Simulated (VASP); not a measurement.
Wanted: the native input for a VASP 6.6.1 run.

| Item | Value |
| --- | --- |
| Task | electric field gradients |
| Functional | PBEsol |
| Potentials or basis | VASP PAW PBE potentials, release 64 (Cd, S) |
| Cutoff | 520 eV |
| k mesh | 7 × 7 × 7 |
| Occupations | fermi-dirac, width 0.02 eV |
| Spin | no spin polarisation |
| Dipole correction | no |
| Further INCAR settings | ALGO = Normal; EDIFF = 1e-08; NBANDS = 16 |

The structure of CdS lies in POSCAR:

```
CdS
1.0
    0.0000000000      2.9429534649      2.8546648610
    2.9429534649      0.0000000000      2.8546648610
    2.9429534649      2.9429534649      0.0000000000
Cd S
1 1
Direct
    0.0000000000      0.0000000000      0.0000000000
    0.7500000000      0.7500000000      0.7500000000
```

This cell differs from its parent crystal: zz strain of -3 %.

These files were run (other wordings do the same):

INCAR

```
SYSTEM = CdS
PREC = Accurate ; ENCUT = 520
EDIFF = 1E-8 ; ISMEAR = -1
SIGMA = 0.02 ; LREAL = .FALSE.
LASPH = .TRUE. ; NELM = 80
ALGO = Normal ; ISIF = 2
LWAVE = .FALSE. ; LCHARG = .FALSE.
GGA = PS ; LEFG = .TRUE.
NBANDS = 16
```

KPOINTS

```
regular mesh
0
G
  7 7 7
  0 0 0
```

Potentials or basis: VASP PAW PBE potentials, release 64 (Cd, S).

The run is started by

```bash
$ cat potpaw_PBE.64/Cd/POTCAR potpaw_PBE.64/S/POTCAR > POTCAR
$ mpirun -np 1 vasp_std > vasp.out
```

Results of the run:

```yaml
Pressure: 0.3 GPa
Band_gap_on_the_k_mesh: 0.96 eV, direct
```

Caveat: the cell differs from its parent crystal (zz strain of -3 %); without QUAD_EFG the Cq values of the log hold for a quadrupole moment of 1 mb, not for the nuclei; the PAW data sets were made with another functional, which shifts forces and pressure a little.

Run time: 30 s on 1 thread of Intel(R) Xeon(R) 6975P-C (Granite Rapids), with other jobs on the host, peak memory 0.18 GiB.
